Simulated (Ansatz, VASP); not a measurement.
Two plane-wave programs on InAs

INCAR

```
SYSTEM = InAs
PREC = Accurate ; ENCUT = 520
EDIFF = 1E-6 ; ISMEAR = 0
SIGMA = 0.15 ; LREAL = .FALSE.
LASPH = .TRUE. ; NELM = 80
ALGO = Normal ; ISIF = 2
LWAVE = .FALSE. ; LCHARG = .FALSE.
GGA = PS ; NBANDS = 16
```

KPOINTS

```
regular mesh
0
G
  14 14 14
  0 0 0
```

The input POSCAR:

```
InAs
1.0
    0.0000000000      2.8328605975      3.3983452465
    3.3983452465      0.0000000000      3.3983452465
    3.3983452465      2.8328605975      0.0000000000
In As
1 1
Direct
    0.0000000000      0.0000000000      0.0000000000
    0.7500000000      0.7500000000      0.7500000000
```

Input for Ansatz:

```yaml
crystal:
  lattice:
    - [0.0, 2.8328605975, 3.3983452465]
    - [3.3983452465, 0.0, 3.3983452465]
    - [3.3983452465, 2.8328605975, 0.0]
  atoms:
    - { symbol: In, position: [0.0, 0.0, 0.0] }
    - { symbol: As, position: [0.75, 0.75, 0.75] }
basis:
  ecutwfc: 420
kpoints:
  mp_grid: { grid: [14, 14, 14] }
hamiltonian:
  xc: pbesol
  pseudopotentials: { kind: paw, azcp: { folder: soft_1 } }
scf:
  occupations: { method: gaussian, width: 0.15 }
output:
  forces: true
  stress: true
  eigenvalues: true
```

Alike in both runs: task single point; functional PBEsol; k mesh 14 × 14 × 14; occupations gaussian, width 0.15 eV; no spin polarisation.

```csv
,VASP,Ansatz
version,VASP 6.6.1,Ansatz 0.2.0
potentials or method,"VASP PAW PBE potentials, release 64 (In_d, As), cutoff 520 eV","scalar-relativistic, plane waves, PAW"
valence electrons in the cell,18,28
```

|  | VASP | Ansatz | Ansatz less VASP |
| --- | --- | --- | --- |
| gap on the k mesh at the Fermi level (eV) | 0.08 | 0.08 | -0.001 |
| least direct gap on the mesh (eV) | 0.08 | 0.08 | -0.001 |
| pressure (GPa) | -6.1 | -6.1 | -0.01 |
| traceless stress, the component that is largest in VASP (GPa) | 3.13 | 3.13 | +0.003 |

VASP's potentials were made for PBE, not for PBEsol, and Ansatz warns of the same on its side. VASP's potentials hold 18 valence electrons a cell and Ansatz's 28, so a difference there can come from the potentials and not from the codes.
